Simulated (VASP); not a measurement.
# Ba5Na4Al2O10 in VASP: further runs

Ba5Na4Al2O10 is run at these levels: PBE; tasks: single point.

Program: VASP 6.6.1. These are calculated values, not measurements. Logs are shortened: lines on timing, memory, paths and dates and some standing lists are left out, and cuts for length are marked.

### 1 The cell of the first run

The cell holds an amorphous packing of atoms, 21 atoms: a = 6.933 Å, b = 7.215 Å, c = 6.739 Å, α = 90.92°, β = 88.87°, γ = 91.24°.

### 2 Single point, PBE

INCAR reads:

```
SYSTEM = Ba5Na4Al2O10
  ALGO = Normal
  EDIFF = 1E-6
  ENCUT = 520
  GGA = PE
  ISIF = 2
  ISMEAR = -1
  ISYM = 0
  LASPH = .TRUE.
  LCHARG = .FALSE.
  LREAL = Auto
  LWAVE = .FALSE.
  NBANDS = 88
  NELM = 100
  PREC = Accurate
  SIGMA = 0.293
```

KPOINTS reads:

```
k-points
0
G
  1 1 1
  0 0 0
```

POSCAR reads:

```
Ba5Na4Al2O10
1.0
    6.9327090000     -0.0765500000      0.0671430000
   -0.0765500000      7.2143380000     -0.0554530000
    0.0671430000     -0.0554530000      6.7389310000
Ba O Al Na
5 10 2 4
Direct
    0.6525166259      0.0513869306      0.1460432872
    0.3613605108      0.7348635707      0.9444400842
    0.8711913917      0.8172122462      0.7600970342
    0.3409757008      0.1102722008      0.6175182374
    0.8624737603      0.2673497413      0.5795544233
    0.9587927259      0.3857688083      0.2296537563
    0.6332181186      0.5240002249      0.8982361179
    0.2133947546      0.6984894153      0.5859081165
    0.3110045133      0.5250975529      0.2616420110
    0.1011151988      1.0907545863      0.4186588995
    0.6624604947      0.8667883213      0.5377449966
    0.5952174244      0.3307710677      0.3634679691
    0.3331981517      0.0843737130      0.0767165967
    0.0216178535      0.7077103200      0.1605072337
   -0.0356541289      0.1788801695      0.9195594030
    0.1162037143      0.2334922236      0.1938294929
    0.1658570616      0.7216608038      0.3241051312
    0.7397709964      0.5770784415      0.3265911592
   -0.0640882696      0.4833727845      0.9422502693
    0.4582847695      0.3863063466      1.0590203745
    0.4769864224      0.5767716094      0.5791937055
```

Potentials or basis: VASP PAW PBE potentials, release 64 (Ba_sv, O, Al, Na_pv).

The run is started by

```bash
cat potpaw_PBE.64/Ba_sv/POTCAR potpaw_PBE.64/O/POTCAR potpaw_PBE.64/Al/POTCAR potpaw_PBE.64/Na_pv/POTCAR > POTCAR
mpirun -np 1 vasp_gam > vasp.out
```

OUTCAR:

```text
SYSTEM = Ba5Na4Al2O10
   EDIFF = 1E-6
   ENCUT = 520
   GGA = PE
   ISIF = 2
   ISMEAR = -1
   ISYM = 0
   LASPH = .TRUE.
   LREAL = Auto
   NELM = 100
   PREC = Accurate

 ion  position               nearest neighbor table
   1  0.653  0.051  0.146-  13 2.29  12 2.51  15 2.77  20 2.87  11 2.98   6 3.23   2 3.31   3 3.43
                            16 3.47   5 3.61  18 3.72   4 3.83  16 3.98   4 4.23   5 4.36
   2  0.361  0.735  0.944-   7 2.46   8 2.65   9 2.65  13 2.67  20 2.74  14 2.75  21 2.81  17 2.87
                             1 3.31  19 3.43   4 3.53   3 3.70   3 3.76
   3  0.871  0.817  0.760-  11 2.14  19 2.77   8 2.77   7 2.81  15 2.87  14 3.03   1 3.43  21 3.44
                             5 3.49  18 3.50  17 3.61   2 3.70   2 3.76   4 3.96   5 4.13   4 4.41
   4  0.341  0.110  0.618-  10 2.16  12 2.90  11 2.90   8 3.09  13 3.10  15 3.32  16 3.42  21 3.49
                             2 3.53   5 3.54  17 3.61  20 3.65   5 3.77   1 3.83   3 3.96   1 4.23
   5  0.862  0.267  0.580-  10 2.35  12 2.43  15 2.51   6 2.59  19 2.93  18 2.98  16 3.12  11 3.19
                             7 3.23   3 3.49  21 3.52   4 3.54   1 3.61   4 3.77   3 4.13   1 4.36
   6  0.959  0.386  0.230-  16 1.58  19 2.08  18 2.16   5 2.59   1 3.23
   7  0.633  0.524  0.898-  20 1.89  19 2.15   2 2.46   3 2.81   5 3.23
   8  0.213  0.698  0.586-  17 1.81  21 2.04   2 2.65   3 2.77   4 3.09
   9  0.311  0.525  0.262-  17 1.80  20 1.96  16 2.52   2 2.65
  10  0.101  0.091  0.419-  16 1.85   4 2.16   5 2.35
  11  0.662  0.867  0.538-   3 2.14   4 2.90   1 2.98   5 3.19
  12  0.595  0.331  0.363-  18 2.04  20 2.32   5 2.43   1 2.51   4 2.90
  13  0.333  0.084  0.077-  16 2.01   1 2.29  20 2.33   2 2.67   4 3.10
  14  0.022  0.708  0.161-  17 1.50  19 2.25   2 2.75   3 3.03
  15  0.964  0.179  0.920-  16 2.17  19 2.21   5 2.51   1 2.77   3 2.87   4 3.32
  16  0.116  0.233  0.194-   6 1.58  10 1.85  13 2.01  15 2.17   9 2.52  20 2.74  19 2.82   5 3.12
                             4 3.42   1 3.47   1 3.98
  17  0.166  0.722  0.324-  14 1.50   9 1.80   8 1.81   2 2.87  21 3.00   4 3.61   3 3.61
  18  0.740  0.577  0.327-  12 2.04   6 2.16  21 2.47   5 2.98   3 3.50   1 3.72
  19  0.936  0.483  0.942-   6 2.08   7 2.15  15 2.21  14 2.25   3 2.77  16 2.82   5 2.93   2 3.43

  20  0.458  0.386  0.059-   7 1.89   9 1.96  12 2.32  13 2.33  16 2.74   2 2.74   1 2.87   4 3.65

  21  0.477  0.577  0.579-   8 2.04  18 2.47   2 2.81  17 3.00   3 3.44   4 3.49   5 3.52

IMPORTANT INFORMATION: All symmetrisations will be switched off!
NOSYMM: (Re-)initialisation of all symmetry stuff for point group C_1.

----------------------------------------------------------------------------------------

                                     Primitive cell

  volume of cell :     336.9542

  direct lattice vectors                    reciprocal lattice vectors
     6.932709000 -0.076550000  0.067143000     0.144274342  0.001519915 -0.001424963
    -0.076550000  7.214338000 -0.055453000     0.001519915  0.138637637  0.001125671
     0.067143000 -0.055453000  6.738931000    -0.001424963  0.001125671  0.148414949

  length of vectors
     6.933456725  7.214957222  6.739493619     0.144289384  0.138650538  0.148426058

  position of ions in fractional coordinates (direct lattice)
     0.652516626  0.051386931  0.146043287
     0.361360511  0.734863571  0.944440084
     0.871191392  0.817212246  0.760097034
     0.340975701  0.110272201  0.617518237
     0.862473760  0.267349741  0.579554423
     0.958792726  0.385768808  0.229653756
[... 13 lines left out ...]
     0.458284769  0.386306347  0.059020375
     0.476986422  0.576771609  0.579193706

  ion indices of the primitive-cell ions
   primitive index   ion index
                 1           1
                 2           2
                 3           3
                 4           4
                 5           5
                 6           6
[... 13 lines left out ...]
                20          20
                21          21

----------------------------------------------------------------------------------------

 KPOINTS: k-points

Automatic generation of k-mesh.
 Grid dimensions read from file:
 generate k-points for:    1    1    1

 Generating k-lattice:

  Cartesian coordinates                     Fractional coordinates (reciprocal lattice)
     0.144274342  0.001519915 -0.001424963     1.000000000 -0.000000000  0.000000000
     0.001519915  0.138637637  0.001125671     0.000000000  1.000000000  0.000000000
    -0.001424963  0.001125671  0.148414949     0.000000000  0.000000000  1.000000000

  Length of vectors
     0.144289384  0.138650538  0.148426058

  Shift w.r.t. Gamma in fractional coordinates (k-lattice)
     0.000000000  0.000000000  0.000000000

 Subroutine IBZKPT returns following result:
 ===========================================

 Found      1 irreducible k-points:

 Following reciprocal coordinates:
            Coordinates               Weight
  0.000000  0.000000  0.000000      1.000000
   k-points           NKPTS =      1   k-points in BZ     NKDIM =      1   number of bands    NBANDS=     88
   number of dos      NEDOS =    301   number of ions     NIONS =     21
   total plane-waves  NPLWV = 145800
   dimension x,y,z NGX =    54 NGY =   54 NGZ =   50
   dimension x,y,z NGXF=   108 NGYF=  108 NGZF=  100
   ions per type =               5  10   2   4
   NGX,Y,Z   is equivalent  to a cutoff of  12.95, 12.44, 12.33 a.u.
   NGXF,Y,Z  is equivalent  to a cutoff of  25.90, 24.89, 24.67 a.u.
 SYSTEM =  Ba5Na4Al2O10
   PREC   = accura    normal or accurate (medium, high low for compatibility)
   ISTART =      0    job   : 0-new  1-cont  2-samecut
   ICHARG =      2    charge: 1-file 2-atom 10-const
   ISPIN  =      1    spin polarized calculation?
   LNONCOLLINEAR =      F non collinear calculations
   LSORBIT =      F    spin-orbit coupling
   LASPH  =      T    aspherical Exc in radial PAW
   ENCUT  =  520.0 eV  38.22 Ry    6.18 a.u.  12.89 13.42 12.53*2*pi/ulx,y,z
   NELM   =    100;   NELMIN=  2; NELMDL= -5     # of ELM steps
   EDIFF  = 0.1E-05   stopping-criterion for ELM
   LREAL  =      T    real-space projection
   EDIFFG = 0.1E-04   stopping-criterion for IOM
   NSW    =      0    number of steps for IOM
   IBRION =     -1    ionic relax: 0-MD 1-quasi-New 2-CG
   NFREE  =      0    steps in history (QN), initial steepest desc. (CG)
   ISIF   =      2    stress and relaxation
   ISYM   =      0    0-nonsym 1-usesym 2-fastsym
   POTIM  = 0.5000    time-step for ionic-motion
   TEBEG  =    0.0;   TEEND  =   0.0 temperature during run
   PSTRESS=    0.0 pullay stress
   NELECT =     144.0000    total number of electrons
   NUPDOWN=      -1.0000    fix difference up-down
   EMIN   =  10.00;   EMAX   =-10.00  energy-range for DOS
   EFERMI =   0.00;   METHOD = LEGACY
   ISMEAR =    -1;   SIGMA  =   0.29  broadening in eV -4-tet -1-fermi 0-gaus
   EFERMI_NEDOS =   21; number of points for ismear=-14 and -15
   IALGO  =     38    algorithm
   IMIX   =      4    mixing-type and parameters
     AMIX     =   0.40;   BMIX     =  1.00
     AMIX_MAG =   1.60;   BMIX_MAG =  1.00
  volume/ion in A,a.u.               =      16.05       108.28
  Fermi-wavevector in a.u.,A,eV,Ry     =   1.233120  2.330259 20.688815  1.520585
  Thomas-Fermi vector in A             =   2.367863
   LORBIT       =      0    0 simple, 1 ext, 2 COOP (PROOUT), +10 PAW based schemes
   GGA     = PE    functional components
   LHFCALC =     F    Hartree Fock is set to
   AEXX    =    0.0000 exact exchange contribution
   IVDW    =     0    specifies the selected vdW correction
   LEPSILON=     F    determine dielectric tensor
   LRPA    =     F    only Hartree local field effects (RPA)
 non-spin polarized calculation
  energy-cutoff  :      520.00
  volume of cell :      336.95
 maximum number of plane-waves:      4544
 NGX is ok and might be reduce to    50
   NGX = 25   NGY = 27   NGZ = 25

 number of electron     143.9999995 magnetization

 Free energy of the ion-electron system (eV)
  ---------------------------------------------------
  ext. energy  EPLUGINS =         0.00000000
  ---------------------------------------------------
  free energy    TOTEN  =      -103.85051654 eV

  energy without entropy =     -103.13938478  energy(sigma->0) =     -103.49495066

 E-fermi :   3.7280     XC(G=0):  -9.7126

 val. band max:        3.2159034499   @ k =   0.0000   0.0000   0.0000
 cond. band min:       4.1557316449   @ k =   0.0000   0.0000   0.0000
 fundamental gap:      0.9398281950
 Fermi energy:         3.7280283170

 k-point     1 :       0.0000    0.0000    0.0000
  band No.  band energies     occupation
      1     -24.1935      2.00000
      2     -23.9891      2.00000
      3     -23.7829      2.00000
      4     -23.6614      2.00000
      5     -23.2088      2.00000
      6     -20.0081      2.00000
[... 76 lines left out ...]
     83       7.5655      0.00000
     84       7.6572      0.00000
 [bands above 84 left out]

------------------------ aborting loop because EDIFF is reached ----------------------------------------

  FORCE on cell =-STRESS in cart. coord.  units (eV):
  Direction    XX          YY          ZZ          XY          YZ          ZX
  --------------------------------------------------------------------------------------
  -------------------------------------------------------------------------------------
  Total       48.0638059     23.0442695     32.3496057     -9.2330150     -3.0168883      8.6889285
  in kB      228.5376804    109.5727605    153.8185277    -43.9018882    -14.3449449     41.3148214
  external PRESSURE =     163.9763228 kB  Pullay stress =       0.0000000 kB

 VOLUME and BASIS-vectors are now :
 -----------------------------------------------------------------------------
  energy-cutoff  :      520.00
  volume of cell :      336.95
      direct lattice vectors                 reciprocal lattice vectors
     6.932709000 -0.076550000  0.067143000     0.144274342  0.001519915 -0.001424963
    -0.076550000  7.214338000 -0.055453000     0.001519915  0.138637637  0.001125671
     0.067143000 -0.055453000  6.738931000    -0.001424963  0.001125671  0.148414949

 POSITION                                       TOTAL-FORCE (eV/Angst)
 -----------------------------------------------------------------------------------
      4.52958      0.31267      1.02514         2.936700      0.590151      1.948721
      2.51237      5.22152      6.34803        -1.036273      0.728648     -0.530287
      6.02819      5.78681      5.13542         2.540697      0.027012      1.546271
      2.39691      0.73520      4.17819         2.991145      0.354594      1.794754
      5.99773      1.83059      3.94866        -1.239633      0.882154      0.764623
      6.63292      2.69694      1.59060        -2.976585      1.878549      2.135376
[... 13 lines left out ...]
      3.15155      2.74859      0.40708        -0.126662     -2.689278      1.019012
      3.30154      4.09239      3.90319         0.713842     -0.857676     -1.017053
 -----------------------------------------------------------------------------------
    total drift:                               -0.003341     -0.003531     -0.004612

  FREE ENERGIE OF THE ION-ELECTRON SYSTEM (eV)
  ---------------------------------------------------
  free  energy   TOTEN  =      -103.8505165447 eV

  energy  without entropy=     -103.1393847794  energy(sigma->0) =     -103.49495066
```

Wall time 35 s (1 thread of Intel Xeon Platinum 8559C (Emerald Rapids), shared host); peak memory 0.36 GiB.

Results:

* Free energy: -103.8505 eV
* Pressure: 16.4 GPa
* Largest force: 9.860 eV/Å
* Band gap on the k mesh: 0.94 eV

Forces on the atoms (eV/Å):
```
Ba   2.937  0.590  1.949
Ba  -1.036  0.729 -0.530
Ba   2.541  0.027  1.546
Ba   2.991  0.355  1.795
Ba  -1.240  0.882  0.765
O   -2.977  1.879  2.135
O    1.473  2.017 -2.715
O   -2.369  1.761  0.560
O   -0.152  1.462 -0.103
O   -1.031 -1.148 -2.855
O   -2.369  0.773 -1.907
O   -1.271 -2.232  1.263
O   -1.828  1.138 -0.365
O   -6.256  2.378 -6.889
O    0.705 -1.319  0.405
Al   3.397 -4.935 -2.586
Al   5.289 -1.937  8.093
Na   0.519  1.506 -1.390
Na   0.089 -0.378  0.828
Na  -0.127 -2.689  1.019
Na   0.714 -0.858 -1.017
```

Levels at points of the mesh, in eV from the valence-band top:
| k point | band 69 | band 70 | band 71 | band 72 | band 73 | band 74 | band 75 | band 76 |
| --- | --- | --- | --- | --- | --- | --- | --- | --- |
| (0.00, 0.00, 0.00) | -1.05 | -0.78 | -0.66 | 0.00 | 0.94 | 2.09 | 2.71 | 2.90 |

Caveat: the k points lie up to 0.93 Å⁻¹ apart; spin-orbit coupling is left out, which moves the levels of the heavy elements.

[end of part 1 of 3]
